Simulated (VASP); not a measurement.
# C (Imma) in VASP: a series of runs

The runs below take C through single point, with PBE.

All numbers are computed with VASP 6.6.1; they aren't measurements. Logs are shortened: lines on timing, memory, paths and dates and some standing lists are left out, and cuts for length are marked.

### Step 1. The cell of the first run

The structure is orthorhombic, space group Imma (No. 74). Conventional cell: a = 2.491 Å, b = 2.554 Å, c = 3.567 Å, α = 90.00°, β = 90.00°, γ = 90.00°. C (site symmetry mm2) has 4 C at 1.53 to 1.56 Å within 2.0 Å.

### Step 2. Single point, PBE (strain +0.0250 x Voigt [0, 0, 0, 1, 0, 0])

The input, INCAR:

```
SYSTEM = C
ALGO     = Normal         ! electronic algorithm
EDIFF    = 1E-6           ! SCF threshold, eV
ENCUT    = 520            ! plane-wave cutoff, eV
GGA      = PE             ! functional
ISIF     = 2              ! what is computed and relaxed
ISMEAR   = 0              ! smearing method
LASPH    = .TRUE.         ! aspherical terms in the spheres
LCHARG   = .FALSE.        ! write CHGCAR
LREAL    = .FALSE.        ! projectors in reciprocal space
LWAVE    = .FALSE.        ! write WAVECAR
NBANDS   = 11             ! bands
NELM     = 60             ! most SCF steps
PREC     = Accurate       ! precision mode
SIGMA    = 0.05           ! smearing width, eV
```

The input, KPOINTS:

```
k-points
0
G
  12 12 12
  0 0 0
```

The input, POSCAR:

```
C
1.0
    0.0000000000      1.8056925000      1.8056925000
    1.7834000000      0.0222925000      1.7834000000
    1.7834000000      1.7834000000      0.0222925000
C
2
Direct
    0.5000000000      0.5000000000      0.5000000000
    0.7500000000      0.7500000000      0.7500000000
```

Potentials or basis: VASP PAW PBE potentials, release 64 (C).

The run is started by

```console
$ cat potpaw_PBE.64/C/POTCAR > POTCAR
$ mpirun -np 1 vasp_std > vasp.out
```

OUTCAR:

```text
SYSTEM = C
   EDIFF = 1E-6
   ENCUT = 520
   GGA = PE
   ISIF = 2
   ISMEAR = 0
   LASPH = .TRUE.
   LREAL = .FALSE.
   NELM = 60
   PREC = Accurate

 ion  position               nearest neighbor table
   1  0.500  0.500  0.500-   2 1.53   2 1.53   2 1.56   2 1.56
   2  0.750  0.750  0.750-   1 1.53   1 1.53   1 1.56   1 1.56

  LATTYP: Found a body centered orthorhombic cell.
 ALAT       =     2.4905821113
 B/A-ratio  =     1.0253164557
 C/A-ratio  =     1.4321149999

  Lattice vectors:

 A1 = (  -1.7834000000,   1.7834000000,   0.0222925000)
 A2 = (  -1.7834000000,  -1.7834000000,  -0.0222925000)
 A3 = (   1.7834000000,   0.0222925000,   1.7834000000)

Analysis of symmetry for initial positions (statically):
=====================================================================
 Subroutine PRICEL returns:
 Original cell was already a primitive cell.

 Routine SETGRP: Setting up the symmetry group for a
 body centered orthorhombic supercell.

 Subroutine GETGRP returns: Found  8 space group operations
 (whereof  4 operations were pure point group operations)
 out of a pool of  8 trial point group operations.

The static configuration has the point symmetry C_2v.
 The point group associated with its full space group is D_2h.

Analysis of symmetry for dynamics (positions and initial velocities):
=====================================================================
 Subroutine PRICEL returns:
 Original cell was already a primitive cell.

 Routine SETGRP: Setting up the symmetry group for a
 body centered orthorhombic supercell.

 Subroutine GETGRP returns: Found  8 space group operations
 (whereof  4 operations were pure point group operations)
 out of a pool of  8 trial point group operations.

The dynamic configuration has the point symmetry C_2v.
 The point group associated with its full space group is D_2h.

 Subroutine INISYM returns: Found  8 space group operations
 (whereof  4 operations are pure point group operations),
 and found     1 'primitive' translations

----------------------------------------------------------------------------------------

                                     Primitive cell

  volume of cell :      11.3425

  direct lattice vectors                    reciprocal lattice vectors
     0.000000000  1.805692500  1.805692500    -0.280363351  0.276902075  0.276902075
     1.783400000  0.022292500  1.783400000     0.280363351 -0.283912254  0.283912254
     1.783400000  1.783400000  0.022292500     0.280363351  0.283912254 -0.283912254

  length of vectors
     2.553634823  2.522206985  2.522206985     0.481615123  0.489710062  0.489710062

  position of ions in fractional coordinates (direct lattice)
     0.500000000  0.500000000  0.500000000
     0.750000000  0.750000000  0.750000000

  ion indices of the primitive-cell ions
   primitive index   ion index
                 1           1
                 2           2

----------------------------------------------------------------------------------------

 KPOINTS: k-points

Automatic generation of k-mesh.
 Grid dimensions read from file:
 generate k-points for:   12   12   12

 Generating k-lattice:

  Cartesian coordinates                     Fractional coordinates (reciprocal lattice)
    -0.023363613  0.023075173  0.023075173     0.083333333  0.000000000  0.000000000
     0.023363613 -0.023659355  0.023659355     0.000000000  0.083333333 -0.000000000
     0.023363613  0.023659355 -0.023659355     0.000000000 -0.000000000  0.083333333

  Length of vectors
     0.040134594  0.040809172  0.040809172

  Shift w.r.t. Gamma in fractional coordinates (k-lattice)
     0.000000000  0.000000000  0.000000000

 Subroutine IBZKPT returns following result:
 ===========================================

 Found    280 irreducible k-points:

 Following reciprocal coordinates:
            Coordinates               Weight
  0.000000  0.000000  0.000000      1.000000
  0.083333  0.000000  0.000000      4.000000
  0.166667  0.000000  0.000000      4.000000
  0.250000  0.000000  0.000000      4.000000
  0.333333  0.000000  0.000000      4.000000
  0.416667  0.000000  0.000000      4.000000
[... 16 lines left out ...]
  0.250000  0.166667  0.000000      8.000000
  0.333333  0.166667  0.000000      8.000000
 [... further k-points ...]
   k-points           NKPTS =    280   k-points in BZ     NKDIM =    280   number of bands    NBANDS=     11
   number of dos      NEDOS =    301   number of ions     NIONS =      2
   total plane-waves  NPLWV =   8000
   dimension x,y,z NGX =    20 NGY =   20 NGZ =   20
   dimension x,y,z NGXF=    40 NGYF=   40 NGZF=   40
   ions per type =               2
   NGX,Y,Z   is equivalent  to a cutoff of  13.02, 13.18, 13.18 a.u.
   NGXF,Y,Z  is equivalent  to a cutoff of  26.04, 26.37, 26.37 a.u.
 SYSTEM =  C
   PREC   = accura    normal or accurate (medium, high low for compatibility)
   ISTART =      0    job   : 0-new  1-cont  2-samecut
   ICHARG =      2    charge: 1-file 2-atom 10-const
   ISPIN  =      1    spin polarized calculation?
   LNONCOLLINEAR =      F non collinear calculations
   LSORBIT =      F    spin-orbit coupling
   LASPH  =      T    aspherical Exc in radial PAW
   ENCUT  =  520.0 eV  38.22 Ry    6.18 a.u.   4.75  4.69  4.69*2*pi/ulx,y,z
   NELM   =     60;   NELMIN=  2; NELMDL= -5     # of ELM steps
   EDIFF  = 0.1E-05   stopping-criterion for ELM
   LREAL  =      F    real-space projection
   EDIFFG = 0.1E-04   stopping-criterion for IOM
   NSW    =      0    number of steps for IOM
   IBRION =     -1    ionic relax: 0-MD 1-quasi-New 2-CG
   NFREE  =      0    steps in history (QN), initial steepest desc. (CG)
   ISIF   =      2    stress and relaxation
   ISYM   =      2    0-nonsym 1-usesym 2-fastsym
   POTIM  = 0.5000    time-step for ionic-motion
   TEBEG  =    0.0;   TEEND  =   0.0 temperature during run
   PSTRESS=    0.0 pullay stress
   NELECT =       8.0000    total number of electrons
   NUPDOWN=      -1.0000    fix difference up-down
   EMIN   =  10.00;   EMAX   =-10.00  energy-range for DOS
   EFERMI =   0.00;   METHOD = LEGACY
   ISMEAR =     0;   SIGMA  =   0.05  broadening in eV -4-tet -1-fermi 0-gaus
   EFERMI_NEDOS =   21; number of points for ismear=-14 and -15
   IALGO  =     38    algorithm
   IMIX   =      4    mixing-type and parameters
     AMIX     =   0.40;   BMIX     =  1.00
     AMIX_MAG =   1.60;   BMIX_MAG =  1.00
  volume/ion in A,a.u.               =       5.67        38.27
  Fermi-wavevector in a.u.,A,eV,Ry     =   1.457254  2.753811 28.893198  2.123590
  Thomas-Fermi vector in A             =   2.574077
   LORBIT       =      0    0 simple, 1 ext, 2 COOP (PROOUT), +10 PAW based schemes
   GGA     = PE    functional components
   LHFCALC =     F    Hartree Fock is set to
   AEXX    =    0.0000 exact exchange contribution
   IVDW    =     0    specifies the selected vdW correction
   LEPSILON=     F    determine dielectric tensor
   LRPA    =     F    only Hartree local field effects (RPA)
 non-spin polarized calculation
 Gauss-broadening in eV      SIGMA  =   0.05
  energy-cutoff  :      520.00
  volume of cell :       11.34
 maximum number of plane-waves:       319
   NGX =  9   NGY =  9   NGZ =  9

 number of electron       7.9999999 magnetization

 Free energy of the ion-electron system (eV)
  ---------------------------------------------------
  ext. energy  EPLUGINS =         0.00000000
  ---------------------------------------------------
  free energy    TOTEN  =       -18.17262873 eV

  energy without entropy =      -18.17262873  energy(sigma->0) =      -18.17262873

 E-fermi :  10.0168     XC(G=0): -13.2513

 val. band max:        9.7382570492   @ k =   0.0000   0.0000   0.0000
 cond. band min:      13.8313237461   @ k =   0.0000   0.4167   0.4167
 fundamental gap:      4.0930666969
 Fermi energy:        10.0167642873

 k-point     1 :       0.0000    0.0000    0.0000
  band No.  band energies     occupation
      1     -11.7494      2.00000
      2       9.7198      2.00000
      3       9.7309      2.00000
      4       9.7383      2.00000
      5      14.9449      0.00000
      6      15.2858      0.00000
      7      15.7043      0.00000
      8      23.1111      0.00000
      9      29.0374      0.00000
     10      36.2677      0.00000
     11      36.2853      0.00000

 k-point     2 :       0.0833    0.0000    0.0000
  band No.  band energies     occupation
      1     -11.5604      2.00000
      2       8.4322      2.00000
      3       9.4190      2.00000
      4       9.4376      2.00000
      5      15.5124      0.00000
      6      15.9642      0.00000
      7      16.0977      0.00000
      8      23.2584      0.00000
      9      29.3429      0.00000
     10      34.1245      0.00000
     11      34.3621      0.00000

 k-point     3 :       0.1667    0.0000    0.0000
  band No.  band energies     occupation
      1     -10.9961      2.00000
      2       5.8502      2.00000
      3       8.7552      2.00000
      4       8.7694      2.00000
      5      16.4302      0.00000
      6      16.9657      0.00000
      7      17.2086      0.00000
      8      23.6937      0.00000
      9      29.9993      0.00000
     10      32.5237      0.00000
     11      32.8672      0.00000
[... 267 lines left out ...]
 k-point    23 :       0.2500    0.1667    0.0000
  band No.  band energies     occupation
      1     -10.0482      2.00000
      2       5.0385      2.00000
      3       6.4353      2.00000
      4       7.0286      2.00000
      5      14.9959      0.00000
      6      19.8406      0.00000
      7      19.9778      0.00000
      8      21.7419      0.00000
      9      29.6672      0.00000
     10      31.1946      0.00000
     11      37.0678      0.00000

 k-point    24 :       0.3333    0.1667    0.0000
  band No.  band energies     occupation
      1      -9.0123      2.00000
      2       2.4659      2.00000
      3       5.9470      2.00000
      4       6.2955      2.00000
      5      15.8216      0.00000
      6      20.5194      0.00000
      7      20.7920      0.00000
      8      21.6557      0.00000
      9      30.5219      0.00000
     10      31.3902      0.00000
     11      36.8219      0.00000

 [... further k-points ...]

------------------------ aborting loop because EDIFF is reached ----------------------------------------

  FORCE on cell =-STRESS in cart. coord.  units (eV):
  Direction    XX          YY          ZZ          XY          YZ          ZX
  --------------------------------------------------------------------------------------
  -------------------------------------------------------------------------------------
  Total        0.1787294      0.2048677      0.2048677      0.0000000     -1.0093097      0.0000000
  in kB       25.2463290     28.9384721     28.9384721      0.0000000   -142.5694928      0.0000000
  external PRESSURE =      27.7077577 kB  Pullay stress =       0.0000000 kB

 VOLUME and BASIS-vectors are now :
 -----------------------------------------------------------------------------
  energy-cutoff  :      520.00
  volume of cell :       11.34
      direct lattice vectors                 reciprocal lattice vectors
     0.000000000  1.805692500  1.805692500    -0.280363351  0.276902075  0.276902075
     1.783400000  0.022292500  1.783400000     0.280363351 -0.283912254  0.283912254
     1.783400000  1.783400000  0.022292500     0.280363351  0.283912254 -0.283912254

 POSITION                                       TOTAL-FORCE (eV/Angst)
 -----------------------------------------------------------------------------------
      1.78340      1.80569      1.80569         0.080284      0.000000      0.000000
      2.67510      2.70854      2.70854        -0.080284     -0.000000     -0.000000
 -----------------------------------------------------------------------------------
    total drift:                                0.000000     -0.000000      0.000000

  FREE ENERGIE OF THE ION-ELECTRON SYSTEM (eV)
  ---------------------------------------------------
  free  energy   TOTEN  =       -18.1726287338 eV

  energy  without entropy=      -18.1726287338  energy(sigma->0) =      -18.17262873
```

Run time: 42 s. Hardware: 1 thread of AMD EPYC 7R43 (Zen 3), shared host; peak memory 0.1 GiB.

Results:

```
Free energy            : -18.1726 eV
Pressure               : 2.8 GPa
Largest force          : 0.080 eV/Å
Band gap on the k mesh : 4.09 eV, indirect (least direct gap 5.21 eV)
```

Forces in eV/Å, atoms in the order of the input:
```
C    0.080  0.000  0.000
C   -0.080  0.000  0.000
```

Caveat: the cell differs from its parent crystal (strain +0.0250 x Voigt [0, 0, 0, 1, 0, 0]).

### Step 3. Single point, PBE (strain +0.0875 x Voigt [0, 0, 0, 1, 0, 0])

The input, INCAR:

```
SYSTEM = C
ALGO = Normal ; EDIFF = 1E-7
ENCUT = 520 ; GGA = PE
ISIF = 2 ; ISMEAR = 0
LASPH = .TRUE. ; LCHARG = .TRUE.
LELF = .TRUE. ; LREAL = .FALSE.
LVHAR = .TRUE. ; LWAVE = .FALSE.
NBANDS = 11 ; NELM = 60
PREC = Accurate ; SIGMA = 0.05
```

KPOINTS is that of step 2.

The input, POSCAR:

```
C
1.0
    0.0000000000      1.8614237500      1.8614237500
    1.7834000000      0.0780237500      1.7834000000
    1.7834000000      1.7834000000      0.0780237500
C
2
Direct
    0.5000000000      0.5000000000      0.5000000000
    0.7500000000      0.7500000000      0.7500000000
```

Potentials or basis: VASP PAW PBE potentials, release 64 (C).

The run is started by

```console
$ cat potpaw_PBE.64/C/POTCAR > POTCAR
$ mpirun -np 1 vasp_std > vasp.out
```

Run time: 46 s. Hardware: 1 thread of AMD EPYC 7R43 (Zen 3), shared host; peak memory 0.1 GiB.

The run converged. Its results:

| Quantity | Value |
| --- | --- |
| Free energy | -18.0296 eV |
| Pressure | 6.6 GPa |
| Largest force | 0.291 eV/Å |
| Band gap on the k mesh | 3.09 eV, indirect (least direct gap 4.24 eV) |

Forces in eV/Å, atoms in the order of the input:
```
C    0.291  0.000  0.000
C   -0.291  0.000  0.000
```

Stress tensor (GPa, compression positive):
```
  3.54   0.00   0.00
  0.00   8.05 -50.21
  0.00 -50.21   8.05
```

Levels at points of the mesh, in eV from the valence-band top:
```
           k point  band 1  band 2  band 3  band 4  band 5  band 6  band 7  band 8
(0.00, 0.00, 0.00)  -21.59   -0.20   -0.04    0.00    4.24    5.12    6.91   13.84
(0.50, 0.00, 0.00)  -16.41  -13.42   -2.50   -2.41    7.48    9.43   10.29   15.64
(0.00, 0.50, 0.00)  -15.16  -13.52   -3.39   -3.08    7.39    7.51    9.31   15.54
(0.50, 0.50, 0.00)  -12.85  -12.85   -6.32   -6.32    4.71    4.71   16.36   16.36
(0.00, 0.50, 0.50)  -13.40  -12.39   -7.21   -5.44    3.09    6.54   16.75   16.86
```

Caveat: the cell differs from its parent crystal (strain +0.0875 x Voigt [0, 0, 0, 1, 0, 0]).

### Step 4. Single point, PBE (strain +0.0625 x Voigt [0, 0, 0, 1, 0, 0])

The input, INCAR:

```
ALGO = Normal
EDIFF = 1E-7
ENCUT = 520
GGA = PE
ISIF = 2
ISMEAR = 0
LASPH = True
LCHARG = False
LREAL = False
LWAVE = False
NBANDS = 11
NELM = 80
PREC = Accurate
SIGMA = 0.05
```

The input, KPOINTS:

```
k-points
0
Gamma
  12 12 12
```

The input, POSCAR:

```
C
1.0
    0.0000000000      1.8391312500      1.8391312500
    1.7834000000      0.0557312500      1.7834000000
    1.7834000000      1.7834000000      0.0557312500
C
2
Direct
    0.5000000000      0.5000000000      0.5000000000
    0.7500000000      0.7500000000      0.7500000000
```

The run is started by

```console
$ cat potpaw_PBE.64/C/POTCAR > POTCAR
$ mpirun -np 1 vasp_std > vasp.out
```

Run time: 42 s. Hardware: 1 thread of AMD EPYC 7R43 (Zen 3), shared host; peak memory 0.1 GiB.

Results (log left out):

| Item | Value |
| --- | --- |
| Free energy | -18.1061 eV |
| Pressure | 4.5 GPa |
| Largest force | 0.204 eV/Å |
| Band gap on the k mesh | 3.56 eV, indirect (least direct gap 4.63 eV) |

Forces on the atoms (eV/Å):
```
C    0.204  0.000  0.000
C   -0.204  0.000  0.000
```

Stress tensor (GPa, compression positive):
```
  3.00   0.00   0.00
  0.00   5.30 -35.74
  0.00 -35.74   5.30
```

Levels at points of the mesh, in eV from the valence-band top:
```tsv
k point	band 1	band 2	band 3	band 4	band 5	band 6	band 7	band 8
(0.00, 0.00, 0.00)	-21.53	-0.10	-0.02	0.00	4.63	5.34	6.53	13.60
(0.50, 0.00, 0.00)	-16.19	-13.39	-2.59	-2.50	7.81	9.15	9.85	15.68
(0.00, 0.50, 0.00)	-15.30	-13.46	-3.20	-3.00	7.76	7.78	9.12	15.60
(0.50, 0.50, 0.00)	-12.81	-12.81	-6.31	-6.31	4.73	4.73	16.57	16.57
(0.00, 0.50, 0.50)	-13.19	-12.47	-6.94	-5.68	3.56	6.02	16.76	16.85
```

Caveat: the cell differs from its parent crystal (strain +0.0625 x Voigt [0, 0, 0, 1, 0, 0]).

[end of part 1 of 2]
